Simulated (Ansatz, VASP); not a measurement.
## Hf2B5 in VASP and in Ansatz

```xyz
7
Lattice="3.8562 0.0000 0.0000 -1.9281 3.3396 0.0000 0.0000 0.0000 5.3019" Properties=species:S:1:pos:R:3 pbc="T T T"
Hf    0.0000    2.2264    1.9320
Hf    1.9281    1.1132    3.3700
B     1.9281    0.0000    0.0000
B    -0.9641    1.6698    0.0000
B     0.9641    1.6698    0.0000
B     0.0000    0.0000    2.6510
B     0.0000    0.0000    0.0000
```

Alike in both runs: task single point; functional PBE; k mesh 6 × 6 × 4; occupations gaussian, width 0.1 eV; no spin polarisation.

|  | VASP | Ansatz |
| --- | --- | --- |
| version | VASP 6.6.1 | Ansatz 0.2.0 |
| potentials or method | VASP PAW PBE potentials, release 64 (Hf_pv, B), cutoff 520 eV | scalar-relativistic, plane waves, PAW |
| valence electrons in the cell | 35 | 67 |

Ansatz gave:

| Quantity | Value |
| --- | --- |
| gap on the k mesh at the Fermi level (eV) | none |
| rms of the force components (eV/Å) | 0.443 |

Task: Estimate VASP's values.

Result: gap on the k mesh at the Fermi level (eV): none; rms of the force components (eV/Å): 0.411.

Atom by atom the forces differ by 0.032 eV/Å (rms over components). A gap of «none» marks a metal or a gap that the smearing closes. VASP's potentials hold 35 valence electrons a cell and Ansatz's 67, so a difference there can come from the potentials and not from the codes.

Spin-orbit coupling is off throughout.
